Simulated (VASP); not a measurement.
Input of a VASP 6.6.1 run:

Contents of INCAR:

```
ALGO = Normal
EDIFF = 1E-7
ENCUT = 520
GGA = PS
ISIF = 2
ISMEAR = -1
LASPH = True
LCHARG = False
LREAL = Auto
LWAVE = False
NBANDS = 52
NELM = 80
PREC = Accurate
SIGMA = 0.05
```

The input KPOINTS:

```
k-points
0
Gamma
  2 2 2
```

File POSCAR:

```
TiSi16
1.0
    0.0000000000      5.4300000000      5.4300000000
    5.4300000000      0.0000000000      5.4300000000
    5.4300000000      5.4300000000      0.0000000000
Si Ti
16 1
Direct
    0.0006672014      0.0002557217     -0.0153590968
    0.1253397360      0.1245351987      0.1173382130
    0.0004138723     -0.0005118055      0.4996044054
    0.1212903323      0.1207147078      0.6207909899
   -0.0067418623      0.4976240670     -0.0022815909
    0.1256885930      0.6180304570      0.1180740648
    0.0006430638      0.4845666538      0.5003028840
    0.1253173410      0.6172275102      0.6246281209
    0.4984384818     -0.0074367146     -0.0021450271
    0.6184651464      0.1253593276      0.1181941284
    0.4851208165      0.0003625923      0.5004356495
    0.6181216229      0.1246447889      0.6247611178
    0.4986434929      0.4983567571     -0.0015909846
    0.6225010891      0.6218289218      0.1219234196
    0.4984189372      0.4977399705      0.4926635571
    0.6184432615      0.6181270215      0.6254181831
    0.8716015042      0.8710271243      0.3711071858
```

Potentials or basis: VASP PAW PBE potentials, release 64 (Si, Ti_sv).

Run with:

```bash
$ cat potpaw_PBE.64/Si/POTCAR potpaw_PBE.64/Ti_sv/POTCAR > POTCAR
$ mpirun -np 1 vasp_std > vasp.out
```

Problem. What does it give for the band gap on the k mesh?

Solution. Zero (bands 38 and 39 overlap by 0.40 eV).

Problem. Predict the largest force.

Solution. 0.029 eV/Å.

Forces in eV/Å, atoms in the order of the input:
```
Si  -0.017 -0.015  0.014
Si   0.003  0.005 -0.012
Si   0.015  0.012  0.012
Si   0.012  0.012  0.012
Si   0.016 -0.017 -0.017
Si   0.017 -0.002 -0.003
Si  -0.016  0.015 -0.015
Si   0.003 -0.012  0.005
Si  -0.017  0.014 -0.017
Si  -0.004  0.017 -0.003
Si   0.011 -0.016 -0.016
Si  -0.014  0.004  0.004
Si   0.014  0.018  0.017
Si  -0.006 -0.006 -0.007
Si  -0.016 -0.017  0.013
Si  -0.004 -0.003  0.017
Ti   0.001 -0.008 -0.007
```

Caveat: the k points lie up to 0.50 Å⁻¹ apart; the PAW data sets were made with another functional, which shifts forces and pressure a little.
